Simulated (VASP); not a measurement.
Set up this calculation in VASP 6.6.1, as the native input.

* Task: single point
* Functional: PBE
* Potentials or basis: VASP PAW PBE potentials, release 64 (Ba_sv, Ti_sv, O)
* Cutoff: 520 eV
* k mesh: 7 × 7 × 7
* Occupations: fermi-dirac, width 0.03 eV
* Spin: no spin polarisation
* Dipole correction: no
* Further INCAR settings: ALGO = Normal; EDIFF = 1e-06; NBANDS = 28

The structure of BaTiO3 lies in POSCAR:

```
BaTiO3
1.0
    3.9998000000      0.0000000000      0.0000000000
    0.0000000000      3.9998000000      0.0000000000
    0.0000000000      0.0000000000      4.1385400000
Ba Ti O
1 1 3
Direct
    0.0000000000      0.0000000000      0.0000000000
    0.5000000000      0.5000000000      0.5000000000
    0.5000000000      0.5000000000      0.0000000000
    0.5000000000      0.0000000000      0.5000000000
    0.0000000000      0.5000000000      0.5000000000
```

This cell differs from its parent crystal: zz strain of +3 %.

One way to write it, as run:

INCAR

```
PREC = Accurate ; ENCUT = 520
EDIFF = 1E-6 ; ISMEAR = -1
SIGMA = 0.03 ; LREAL = F
LASPH = T ; NELM = 100
ALGO = Normal ; ISIF = 2
LWAVE = F ; LCHARG = F
GGA = PE ; NBANDS = 28
```

KPOINTS

```
regular mesh
0
Gamma
  7 7 7
```

Potentials or basis: VASP PAW PBE potentials, release 64 (Ba_sv, Ti_sv, O).

Command:

```sh
$ cat potpaw_PBE.64/Ba_sv/POTCAR potpaw_PBE.64/Ti_sv/POTCAR potpaw_PBE.64/O/POTCAR > POTCAR
$ mpirun -np 1 vasp_std > vasp.out
```

It gave:

The pressure is -1.2 GPa and the band gap on the k mesh is 1.71 eV (least direct gap 1.82 eV).

Caveat: the cell differs from its parent crystal (zz strain of +3 %); spin-orbit coupling is left out, which moves the levels of the heavy elements; an odd mesh through Γ misses points on the zone boundary, where band edges can lie.

Wall time 85 s on 1 thread of Intel(R) Xeon(R) Platinum 8259CL CPU @ 2.50GHz (Skylake/Cascade Lake) (shared host), peak memory 0.22 GiB.
